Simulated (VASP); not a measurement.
Write the native input for VASP 6.6.1 that does the following.

```
Task                   : relaxation of cell and atoms
Functional             : LDA
Potentials or basis    : VASP PAW LDA potentials, release 64 (Si)
Cutoff                 : 600 eV
k mesh                 : 8 × 8 × 8
Occupations            : gaussian, width 0.02 eV
Spin                   : no spin polarisation
Dipole correction      : no
Further INCAR settings : ALGO = Normal; EDIFF = 1e-06; IBRION = 2; EDIFFG = -0.002; NSW = 100; ISIF = 3
```

The structure of Si lies in POSCAR:

```
Si
1.0
    0.0000000000      2.7185000000      2.7185000000
    2.7185000000      0.0000000000      2.7185000000
    2.7185000000      2.7185000000      0.0000000000
Si
2
Direct
    0.5000000000      0.5000000000      0.5000000000
    0.7500000000      0.7500000000      0.7500000000
```

One way to write it, as run:

INCAR

```
SYSTEM = Si
PREC     = Accurate       ! precision mode
ENCUT    = 600            ! plane-wave cutoff, eV
EDIFF    = 1E-6           ! SCF threshold, eV
ISMEAR   = 0              ! smearing method
SIGMA    = 0.02           ! smearing width, eV
LREAL    = .False.        ! projectors in reciprocal space
LASPH    = .True.         ! aspherical terms in the spheres
NELM     = 60             ! most SCF steps
ALGO     = Normal         ! electronic algorithm
ISIF     = 3              ! what is computed and relaxed
LWAVE    = .False.        ! write WAVECAR
LCHARG   = .False.        ! write CHGCAR
IBRION   = 2              ! ionic algorithm
NSW      = 100            ! ionic steps
EDIFFG   = -0.002         ! ionic threshold
```

KPOINTS

```
regular mesh
0
Gamma
  8 8 8
  0 0 0
```

Potentials or basis: VASP PAW LDA potentials, release 64 (Si).

Command:

```console
$ cat potpaw_LDA.64/Si/POTCAR > POTCAR
$ mpirun -np 1 vasp_std > vasp.out
```

Results of the run:

- Relaxed volume: 19.72 Å³/atom
- Relaxed cell: a = 3.821 Å, b = 3.821 Å, c = 3.821 Å, α = 60.00°, β = 60.00°, γ = 60.00°
- Space group after relaxing (to 0.05 Å): Fd-3m (No. 227)
- Energy gained by relaxing: 2.1 meV/atom
- Ionic steps: 3
- Pressure after relaxing: 0.0 GPa
- Band gap on the k mesh: 0.49 eV, indirect (least direct gap 2.53 eV)

Run time: 6 s on 1 thread of Intel(R) Xeon(R) 6975P-C (Granite Rapids), with other jobs on the host, peak memory 0.15 GiB.
